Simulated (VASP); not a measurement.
A run of VASP 6.6.1 is set up as follows.

Contents of INCAR:

```
PREC = Accurate
ENCUT = 520
EDIFF = 1E-6
ISMEAR = -1
SIGMA = 0.05
LREAL = F
LASPH = T
NELM = 100
ALGO = Normal
ISIF = 2
LWAVE = F
LCHARG = F
GGA = PE
NBANDS = 18
```

File KPOINTS:

```
regular mesh
0
Gamma
  20 20 20
```

File POSCAR:

```
Si2Mo
1.0
   -1.5783757276      1.5783757276      3.8773786233
    1.5783757276     -1.5783757276      3.8773786233
    1.5783757276      1.5783757276     -3.8773786233
Si Mo
2 1
Direct
    0.3343426805      0.3343426805      0.0000000000
    0.6656573195      0.6656573195      0.0000000000
    0.0000000000      0.0000000000      0.0000000000
```

Potentials or basis: VASP PAW PBE potentials, release 64 (Si, Mo_sv).

Command:

```bash
$ cat potpaw_PBE.64/Si/POTCAR potpaw_PBE.64/Mo_sv/POTCAR > POTCAR
$ mpirun -np 1 vasp_std > vasp.out
```

Task: What does it give for the band gap on the k mesh?

Result: Zero (bands 11 and 12 overlap by 1.00 eV).

Task: What does it give for the pressure?

Result: 12.3 GPa.

Forces in eV/Å, atoms in the order of the input:
```
Si   0.000  0.000 -0.005
Si   0.000  0.000  0.005
Mo   0.000  0.000  0.000
```

Caveat: the cell stands under pressure.
